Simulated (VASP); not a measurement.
MgCdTe3:

```xyz
5
Lattice="6.5019 0.0000 0.0000 -3.2510 5.6308 0.0000 0.0000 0.0000 5.5062" Properties=species:S:1:pos:R:3 pbc="T T T"
Mg    0.0000    0.0000    2.7531
Cd    0.0000    0.0000    0.0000
Te    3.2510    0.0000    0.0000
Te   -1.6255    2.8154    0.0000
Te    1.6255    2.8154    0.0000
```

The cell was generated, and may not be a known phase.

- Program: VASP 6.6.1
- Task: relaxation of cell and atoms
- Functional: PBE
- Potentials or basis: VASP PAW PBE potentials, release 64 (Mg, Cd, Te)
- Cutoff: 600 eV
- k mesh: 6 × 6 × 8
- Occupations: gaussian, width 0.1 eV
- Spin: no spin polarisation

At the start: pressure -0.9 GPa; volume 40.32 Å³/atom.

Q: How do energy, volume and symmetry change on relaxing?

A: Over 5 steps the energy falls by 4.9 meV/atom and the volume is 39.30 Å³/atom (-2.5 %); space group P6/mmm (No. 191, to 0.1 Å) before and after.

Step by step:
| step | energy change (eV) | largest force (eV/Å) | pressure (GPa) | volume (Å³) |
| --- | --- | --- | --- | --- |
| 1 | 0.0000 | 0.0000 | -0.87 | 201.59 |
| 2 | -0.0233 | 0.0000 | 0.23 | 195.23 |
| 3 | -0.0244 | 0.0000 | 0.01 | 196.30 |
| 4 | -0.0244 | 0.0000 | 0.04 | 196.19 |
| 5 | -0.0245 | 0.0000 | 0.01 | 196.48 |

Final structure:
```xyz
5
Lattice="6.4127 0.0000 0.0000 -3.2064 5.5536 0.0000 0.0000 0.0000 5.5169" Properties=species:S:1:pos:R:3 pbc="T T T"
Mg   -3.2064    5.5536    2.7585
Cd   -3.2064    5.5536    5.5169
Te    0.0000    5.5536    0.0000
Te   -1.6032    2.7768    5.5169
Te    1.6032    2.7768    5.5169
```
